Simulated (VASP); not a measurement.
# Ba (Fm-3m) in VASP: a series of runs

Runs on Ba. Level: PBE. Tasks: single point.

Everything below comes from runs of VASP 6.6.1. Logs are shortened: lines on timing, memory, paths and dates and some standing lists are left out, and cuts for length are marked.

### 1 The cell of the first run

Symmetry: Fm-3m, No. 225, cubic system. Conventional cell: a = 4.873 Å, b = 4.873 Å, c = 4.873 Å, α = 90.00°, β = 90.00°, γ = 90.00°. Within 4.5 Å of Ba (site symmetry m-3m) lie 12 Ba at 3.45 Å.

### 2 Single point, PBE (volume scaled by 0.45)

Input file INCAR:

```
SYSTEM = Ba
  PREC = Accurate
  ENCUT = 520
  EDIFF = 1E-6
  ISMEAR = -1
  SIGMA = 0.1
  LREAL = .False.
  LASPH = .True.
  NELM = 100
  ALGO = Normal
  ISIF = 2
  LWAVE = .False.
  LCHARG = .False.
  GGA = PE
  NBANDS = 11
```

Input file KPOINTS:

```
Automatic mesh
0
Gamma
  10 10 10
  0 0 0
```

Input file POSCAR:

```
Ba
1.0
    0.0000000000      2.4362750045      2.4362750045
    2.4362750045      0.0000000000      2.4362750045
    2.4362750045      2.4362750045      0.0000000000
Ba
1
Direct
    0.0000000000      0.0000000000      0.0000000000
```

Potentials or basis: VASP PAW PBE potentials, release 64 (Ba_sv).

Command:

```bash
cat potpaw_PBE.64/Ba_sv/POTCAR > POTCAR
mpirun -np 1 vasp_std > vasp.out
```

OUTCAR:

```text
SYSTEM = Ba
   PREC = Accurate
   ENCUT = 520
   EDIFF = 1E-6
   ISMEAR = -1
   LREAL = .False.
   LASPH = .True.
   NELM = 100
   ISIF = 2
   GGA = PE

 ion  position               nearest neighbor table
   1  0.000  0.000  0.000-

  LATTYP: Found a face centered cubic cell.
 ALAT       =     4.8725500090

  Lattice vectors:

 A1 = (   0.0000000000,   2.4362750045,   2.4362750045)
 A2 = (   2.4362750045,   0.0000000000,   2.4362750045)
 A3 = (   2.4362750045,   2.4362750045,   0.0000000000)

Analysis of symmetry for initial positions (statically):
=====================================================================
 Subroutine PRICEL returns:
 Original cell was already a primitive cell.

 Routine SETGRP: Setting up the symmetry group for a
 face centered cubic supercell.

 Subroutine GETGRP returns: Found 48 space group operations
[... 9 lines left out ...]

 Routine SETGRP: Setting up the symmetry group for a
 face centered cubic supercell.

 Subroutine GETGRP returns: Found 48 space group operations
[... 11 lines left out ...]
                                     Primitive cell

  volume of cell :      28.9207

  direct lattice vectors                    reciprocal lattice vectors
     0.000000000  2.436275005  2.436275005    -0.205231347  0.205231347  0.205231347
     2.436275005  0.000000000  2.436275005     0.205231347 -0.205231347  0.205231347
     2.436275005  2.436275005  0.000000000     0.205231347  0.205231347 -0.205231347

  length of vectors
     3.445413153  3.445413153  3.445413153     0.355471120  0.355471120  0.355471120

  position of ions in fractional coordinates (direct lattice)
     0.000000000  0.000000000  0.000000000

  ion indices of the primitive-cell ions
   primitive index   ion index
                 1           1

----------------------------------------------------------------------------------------

 KPOINTS: Automatic mesh

Automatic generation of k-mesh.
 Grid dimensions read from file:
 generate k-points for:   10   10   10

 Generating k-lattice:

  Cartesian coordinates                     Fractional coordinates (reciprocal lattice)
    -0.020523135  0.020523135  0.020523135     0.100000000  0.000000000  0.000000000
     0.020523135 -0.020523135  0.020523135     0.000000000  0.100000000  0.000000000
     0.020523135  0.020523135 -0.020523135     0.000000000  0.000000000  0.100000000

  Length of vectors
     0.035547112  0.035547112  0.035547112

  Shift w.r.t. Gamma in fractional coordinates (k-lattice)
     0.000000000  0.000000000  0.000000000

 Subroutine IBZKPT returns following result:
 ===========================================

 Found     47 irreducible k-points:

 Following reciprocal coordinates:
            Coordinates               Weight
  0.000000  0.000000  0.000000      1.000000
  0.100000  0.000000  0.000000      8.000000
  0.200000  0.000000  0.000000      8.000000
  0.300000  0.000000  0.000000      8.000000
  0.400000  0.000000  0.000000      8.000000
  0.500000  0.000000  0.000000      4.000000
[... 16 lines left out ...]
  0.300000  0.300000  0.000000      6.000000
  0.400000  0.300000  0.000000     24.000000
 [... further k-points ...]
   k-points           NKPTS =     47   k-points in BZ     NKDIM =     47   number of bands    NBANDS=     11
   number of dos      NEDOS =    301   number of ions     NIONS =      1
   total plane-waves  NPLWV =  21952
   dimension x,y,z NGX =    28 NGY =   28 NGZ =   28
   dimension x,y,z NGXF=    56 NGYF=   56 NGZF=   56
   ions per type =               1
   NGX,Y,Z   is equivalent  to a cutoff of  13.51, 13.51, 13.51 a.u.
   NGXF,Y,Z  is equivalent  to a cutoff of  27.02, 27.02, 27.02 a.u.
 SYSTEM =  Ba
   PREC   = accura    normal or accurate (medium, high low for compatibility)
   ISTART =      0    job   : 0-new  1-cont  2-samecut
   ICHARG =      2    charge: 1-file 2-atom 10-const
   ISPIN  =      1    spin polarized calculation?
   LNONCOLLINEAR =      F non collinear calculations
   LSORBIT =      F    spin-orbit coupling
   LASPH  =      T    aspherical Exc in radial PAW
   ENCUT  =  520.0 eV  38.22 Ry    6.18 a.u.   6.41  6.41  6.41*2*pi/ulx,y,z
   NELM   =    100;   NELMIN=  2; NELMDL= -5     # of ELM steps
   EDIFF  = 0.1E-05   stopping-criterion for ELM
   LREAL  =      F    real-space projection
   EDIFFG = 0.1E-04   stopping-criterion for IOM
   NSW    =      0    number of steps for IOM
   IBRION =     -1    ionic relax: 0-MD 1-quasi-New 2-CG
   NFREE  =      0    steps in history (QN), initial steepest desc. (CG)
   ISIF   =      2    stress and relaxation
   ISYM   =      2    0-nonsym 1-usesym 2-fastsym
   POTIM  = 0.5000    time-step for ionic-motion
   TEBEG  =    0.0;   TEEND  =   0.0 temperature during run
   PSTRESS=    0.0 pullay stress
   NELECT =      10.0000    total number of electrons
   NUPDOWN=      -1.0000    fix difference up-down
   EMIN   =  10.00;   EMAX   =-10.00  energy-range for DOS
   EFERMI =   0.00;   METHOD = LEGACY
   ISMEAR =    -1;   SIGMA  =   0.10  broadening in eV -4-tet -1-fermi 0-gaus
   EFERMI_NEDOS =   21; number of points for ismear=-14 and -15
   IALGO  =     38    algorithm
   IMIX   =      4    mixing-type and parameters
     AMIX     =   0.40;   BMIX     =  1.00
     AMIX_MAG =   1.60;   BMIX_MAG =  1.00
  volume/ion in A,a.u.               =      28.92       195.17
  Fermi-wavevector in a.u.,A,eV,Ry     =   1.149049  2.171388 17.963955  1.320313
  Thomas-Fermi vector in A             =   2.285721
   LORBIT       =      0    0 simple, 1 ext, 2 COOP (PROOUT), +10 PAW based schemes
   GGA     = PE    functional components
   LHFCALC =     F    Hartree Fock is set to
   AEXX    =    0.0000 exact exchange contribution
   IVDW    =     0    specifies the selected vdW correction
   LEPSILON=     F    determine dielectric tensor
   LRPA    =     F    only Hartree local field effects (RPA)
 non-spin polarized calculation
  energy-cutoff  :      520.00
  volume of cell :       28.92
 maximum number of plane-waves:       794
 NGX is ok and might be reduce to    28
   NGX = 13   NGY = 13   NGZ = 13

 number of electron      10.0000000 magnetization

 number of electron       9.9999999 magnetization

 Free energy of the ion-electron system (eV)
  ---------------------------------------------------
  ext. energy  EPLUGINS =         0.00000000
  ---------------------------------------------------
  free energy    TOTEN  =        -0.65907307 eV

  energy without entropy =       -0.61411005  energy(sigma->0) =       -0.63659156

 E-fermi :   5.3955     XC(G=0): -10.3992

 val. band max:        5.3519693021   @ k =   0.2000   0.2000   0.0000
 cond. band min:       5.4296251928   @ k =   0.5000   0.3000   0.0000
 fundamental gap:      0.0776558907
 Fermi energy:         5.3954602281

 k-point     1 :       0.0000    0.0000    0.0000
  band No.  band energies     occupation
      1     -23.3953      2.00000
      2      -6.4483      2.00000
      3      -6.4483      2.00000
      4      -6.4483      2.00000
      5       3.6646      2.00000
      6       7.7685      0.00000
      7       7.7685      0.00000
      8       7.7685      0.00000
      9      11.4606      0.00000
     10      11.4606      0.00000
     11      13.0966      0.00000

 k-point     2 :       0.1000    0.0000    0.0000
  band No.  band energies     occupation
      1     -23.3280      2.00000
      2      -6.9070      2.00000
      3      -6.4970      2.00000
      4      -6.4970      2.00000
      5       4.1442      1.99999
      6       7.3966      0.00000
      7       7.9715      0.00000
      8       7.9715      0.00000
      9      11.0683      0.00000
     10      11.0683      0.00000
     11      14.0267      0.00000

 k-point     3 :       0.2000    0.0000    0.0000
  band No.  band energies     occupation
      1     -23.1452      2.00000
      2      -7.9600      2.00000
      3      -6.6200      2.00000
      4      -6.6200      2.00000
      5       4.7855      1.99552
      6       7.3982      0.00000
      7       8.2350      0.00000
      8       8.2350      0.00000
      9      10.7856      0.00000
     10      10.7856      0.00000
     11      14.3088      0.00000

 k-point     4 :       0.3000    0.0000    0.0000
  band No.  band energies     occupation
      1     -22.9038      2.00000
      2      -9.0795      2.00000
      3      -6.7641      2.00000
      4      -6.7641      2.00000
      5       4.5536      1.99956
      6       7.9435      0.00000
      7       7.9435      0.00000
      8       8.7953      0.00000
      9      11.7185      0.00000
     10      11.7185      0.00000
     11      13.4615      0.00000

 k-point     5 :       0.4000    0.0000    0.0000
  band No.  band energies     occupation
      1     -22.6938      2.00000
      2      -9.8973      2.00000
      3      -6.8748      2.00000
      4      -6.8748      2.00000
      5       4.1873      1.99999
      6       7.5291      0.00000
      7       7.5291      0.00000
      8      10.2185      0.00000
      9      13.4006      0.00000
     10      13.4006      0.00000
     11      13.4142      0.00000
[... 211 lines left out ...]
 k-point    21 :      -0.3000    0.2000    0.0000
  band No.  band energies     occupation
      1     -22.6221      2.00000
      2      -9.4188      2.00000
      3      -8.0039      2.00000
      4      -6.9319      2.00000
      5       5.6842      0.10557
      6       6.6371      0.00001
      7       8.3350      0.00000
      8       8.7117      0.00000
      9      11.0422      0.00000
     10      15.9850      0.00000
     11      16.9862      0.00000

 k-point    22 :      -0.2000    0.2000    0.0000
  band No.  band energies     occupation
      1     -22.8211      2.00000
      2      -8.8807      2.00000
      3      -7.6446      2.00000
      4      -6.7316      2.00000
      5       6.2964      0.00024
      6       6.6419      0.00001
      7       7.3905      0.00000
      8       8.9788      0.00000
      9       9.5744      0.00000
     10      14.7014      0.00000
     11      16.8254      0.00000

 k-point    23 :       0.3000    0.3000    0.0000
  band No.  band energies     occupation
      1     -22.7398      2.00000
      2      -8.8904      2.00000
      3      -7.3828      2.00000
      4      -7.3828      2.00000
      5       4.5021      1.99974
      6       4.5939      1.99934
      7      10.1036      0.00000
      8      11.2386      0.00000
      9      11.2386      0.00000
     10      13.1987      0.00000
     11      19.6567      0.00000

 k-point    24 :       0.4000    0.3000    0.0000
  band No.  band energies     occupation
      1     -22.5734      2.00000
      2      -9.3348      2.00000
      3      -7.6813      2.00000
      4      -7.5178      2.00000
      5       4.0571      2.00000
      6       4.5786      1.99943
      7      10.1297      0.00000
      8      11.4267      0.00000
      9      13.4338      0.00000
     10      14.3653      0.00000
     11      19.0872      0.00000

 [... further k-points ...]

------------------------ aborting loop because EDIFF is reached ----------------------------------------

  FORCE on cell =-STRESS in cart. coord.  units (eV):
  Direction    XX          YY          ZZ          XY          YZ          ZX
  --------------------------------------------------------------------------------------
  -------------------------------------------------------------------------------------
  Total        3.5974851      3.5974851      3.5974851     -0.0000000      0.0000000     -0.0000000
  in kB      199.2969542    199.2969542    199.2969542     -0.0000000      0.0000000     -0.0000000
  external PRESSURE =     199.2969542 kB  Pullay stress =       0.0000000 kB

 VOLUME and BASIS-vectors are now :
 -----------------------------------------------------------------------------
  energy-cutoff  :      520.00
  volume of cell :       28.92
      direct lattice vectors                 reciprocal lattice vectors
     0.000000000  2.436275005  2.436275005    -0.205231347  0.205231347  0.205231347
     2.436275005  0.000000000  2.436275005     0.205231347 -0.205231347  0.205231347
     2.436275005  2.436275005  0.000000000     0.205231347  0.205231347 -0.205231347

 POSITION                                       TOTAL-FORCE (eV/Angst)
 -----------------------------------------------------------------------------------
      0.00000      0.00000      0.00000        -0.000000      0.000000      0.000000
 -----------------------------------------------------------------------------------
    total drift:                                0.000000      0.000000      0.000000

  FREE ENERGIE OF THE ION-ELECTRON SYSTEM (eV)
  ---------------------------------------------------
  free  energy   TOTEN  =        -0.6590730715 eV

  energy  without entropy=       -0.6141100477  energy(sigma->0) =       -0.63659156
```

Wall time 6.9 s (1 thread of Intel Xeon 6975P-C (Granite Rapids), shared host); peak memory 0.16 GiB.

What came out:

```
Free energy            : -0.6591 eV
Pressure               : 19.9 GPa
Band gap on the k mesh : zero (band 5 reaches 6.30 eV, above the bottom of band 6 at 3.67 eV)
```

Levels at points of the mesh, in eV from the Fermi level:
```tsv
k point	band 3	band 4	band 5	band 6	band 7	band 8
(0.00, 0.00, 0.00)	-11.84	-11.84	-1.73	2.37	2.37	2.37
(0.50, 0.00, 0.00)	-12.31	-12.31	-1.35	1.97	1.97	5.24
(0.50, 0.50, 0.00)	-13.20	-13.20	-2.46	-1.72	8.18	9.27
```

Caveat: spin-orbit coupling is left out, which moves the levels of the heavy elements.

### 3 Single point, PBE (volume scaled by 0.45)

Input file INCAR:

```
PREC = Accurate ; ENCUT = 520
EDIFF = 1E-7 ; ISMEAR = -1
SIGMA = 0.1 ; LREAL = False
LASPH = True ; NELM = 60
ALGO = Normal ; ISIF = 2
LWAVE = False ; LCHARG = False
GGA = PE ; NBANDS = 11
```

Input file KPOINTS:

```
regular mesh
0
Gamma
  10 10 10
```

POSCAR is that of step 2.

Potentials or basis: VASP PAW PBE potentials, release 64 (Ba_sv).

Command:

```bash
cat potpaw_PBE.64/Ba_sv/POTCAR > POTCAR
mpirun -np 1 vasp_std > vasp.out
```

It took 7.8 s on 1 thread of Intel Xeon 6975P-C (Granite Rapids), shared host; peak memory 0.16 GiB.

It converged, with:

| Item | Value |
| --- | --- |
| Free energy | -0.6591 eV |
| Pressure | 19.9 GPa |
| Band gap on the k mesh | zero (band 5 reaches 6.30 eV, above the bottom of band 6 at 3.67 eV) |

Levels at points of the mesh, in eV from the Fermi level:
| k point | band 3 | band 4 | band 5 | band 6 | band 7 | band 8 |
| --- | --- | --- | --- | --- | --- | --- |
| (0.00, 0.00, 0.00) | -11.84 | -11.84 | -1.73 | 2.37 | 2.37 | 2.37 |
| (0.50, 0.00, 0.00) | -12.31 | -12.31 | -1.35 | 1.97 | 1.97 | 5.24 |
| (0.50, 0.50, 0.00) | -13.20 | -13.20 | -2.46 | -1.72 | 8.18 | 9.27 |

Caveat: spin-orbit coupling is left out, which moves the levels of the heavy elements.

### 4 Single point, PBE (volume scaled by 0.52)

Input file INCAR:

```
SYSTEM = Ba
  PREC = Accurate
  ENCUT = 520
  EDIFF = 1E-6
  ISMEAR = -1
  SIGMA = 0.1
  LREAL = .FALSE.
  LASPH = .TRUE.
  NELM = 60
  ALGO = Normal
  ISIF = 2
  LWAVE = .FALSE.
  LCHARG = .FALSE.
  GGA = PE
  NBANDS = 11
```

Input file KPOINTS:

```
regular mesh
0
G
  10 10 10
  0 0 0
```

Input file POSCAR:

```
Ba
1.0
    0.0000000000      2.5565635111      2.5565635111
    2.5565635111      0.0000000000      2.5565635111
    2.5565635111      2.5565635111      0.0000000000
Ba
1
Direct
    0.0000000000      0.0000000000      0.0000000000
```

Potentials or basis: VASP PAW PBE potentials, release 64 (Ba_sv).

Command:

```bash
cat potpaw_PBE.64/Ba_sv/POTCAR > POTCAR
mpirun -np 1 vasp_std > vasp.out
```

OUTCAR:

```text
SYSTEM = Ba
   PREC = Accurate
   ENCUT = 520
   EDIFF = 1E-6
   ISMEAR = -1
   LREAL = .FALSE.
   LASPH = .TRUE.
   NELM = 60
   ISIF = 2
   GGA = PE

 ion  position               nearest neighbor table
   1  0.000  0.000  0.000-

  LATTYP: Found a face centered cubic cell.
 ALAT       =     5.1131270222

  Lattice vectors:

 A1 = (   0.0000000000,   2.5565635111,   2.5565635111)
 A2 = (   2.5565635111,   0.0000000000,   2.5565635111)
[... 514 lines left out ...]
     11      16.8121      0.00000

 [... further k-points ...]

------------------------ aborting loop because EDIFF is reached ----------------------------------------

  FORCE on cell =-STRESS in cart. coord.  units (eV):
  Direction    XX          YY          ZZ          XY          YZ          ZX
  --------------------------------------------------------------------------------------
  -------------------------------------------------------------------------------------
  Total        2.7023352      2.7023352      2.7023352      0.0000000      0.0000000     -0.0000000
  in kB      129.5537682    129.5537682    129.5537682      0.0000000      0.0000000     -0.0000000
  external PRESSURE =     129.5537682 kB  Pullay stress =       0.0000000 kB

 VOLUME and BASIS-vectors are now :
 -----------------------------------------------------------------------------
  energy-cutoff  :      520.00
  volume of cell :       33.42
      direct lattice vectors                 reciprocal lattice vectors
     0.000000000  2.556563511  2.556563511    -0.195575036  0.195575036  0.195575036
     2.556563511  0.000000000  2.556563511     0.195575036 -0.195575036  0.195575036
     2.556563511  2.556563511  0.000000000     0.195575036  0.195575036 -0.195575036

 POSITION                                       TOTAL-FORCE (eV/Angst)
 -----------------------------------------------------------------------------------
      0.00000      0.00000      0.00000        -0.000000      0.000000      0.000000
 -----------------------------------------------------------------------------------
    total drift:                                0.000000      0.000000      0.000000

  FREE ENERGIE OF THE ION-ELECTRON SYSTEM (eV)
  ---------------------------------------------------
  free  energy   TOTEN  =        -1.1102472233 eV

  energy  without entropy=       -1.0646080420  energy(sigma->0) =       -1.08742763
```

stdout:

```text
POSCAR found type information on POSCAR Ba
 POSCAR found :  1 types and       1 ions
 scaLAPACK will be used
 LDA part: xc-table for (Slater+PW92), standard interpolation
 POSCAR, INCAR and KPOINTS ok, starting setup
 FFT: planning ... GRIDC
 FFT: planning ... GRID_SOFT
 FFT: planning ... GRID
 WAVECAR not read
 entering main loop
```

Run time: 7.3 s. Hardware: 1 thread of Intel Xeon 6975P-C (Granite Rapids), shared host; peak memory 0.16 GiB.

Results:

| Property | Result |
| --- | --- |
| Free energy | -1.1102 eV |
| Pressure | 13.0 GPa |
| Band gap on the k mesh | zero (band 5 reaches 5.17 eV, above the bottom of band 6 at 3.22 eV) |

Caveat: spin-orbit coupling is left out, which moves the levels of the heavy elements.

### 5 Single point, PBE (volume scaled by 0.52)

Input file INCAR:

```
PREC     = Accurate       # precision mode
ENCUT    = 520            # plane-wave cutoff, eV
EDIFF    = 1E-7           # SCF threshold, eV
ISMEAR   = -1             # smearing method
SIGMA    = 0.1            # smearing width, eV
LREAL    = F              # projectors in reciprocal space
LASPH    = T              # aspherical terms in the spheres
NELM     = 60             # most SCF steps
ALGO     = Normal         # electronic algorithm
ISIF     = 2              # what is computed and relaxed
LWAVE    = F              # write WAVECAR
LCHARG   = F              # write CHGCAR
GGA      = PE             # functional
NBANDS   = 11             # bands
```

Input file KPOINTS:

```
Automatic mesh
0
Gamma
  10 10 10
```

POSCAR is that of step 4.

Command:

```bash
cat potpaw_PBE.64/Ba_sv/POTCAR > POTCAR
mpirun -np 1 vasp_std > vasp.out
```

It took 6.9 s on 1 thread of Intel Xeon 6975P-C (Granite Rapids), shared host; peak memory 0.16 GiB.

Results (log left out):

```
Free energy            : -1.1102 eV
Pressure               : 13.0 GPa
Band gap on the k mesh : zero (band 5 reaches 5.17 eV, above the bottom of band 6 at 3.22 eV)
```

Levels at points of the mesh, in eV from the Fermi level:
```tsv
k point	band 3	band 4	band 5	band 6	band 7	band 8
(0.00, 0.00, 0.00)	-12.25	-12.25	-2.23	2.34	2.34	2.34
(0.50, 0.00, 0.00)	-12.58	-12.58	-1.24	2.01	2.01	4.29
(0.50, 0.50, 0.00)	-13.21	-13.21	-1.97	-1.24	6.51	8.20
```

Caveat: spin-orbit coupling is left out, which moves the levels of the heavy elements.
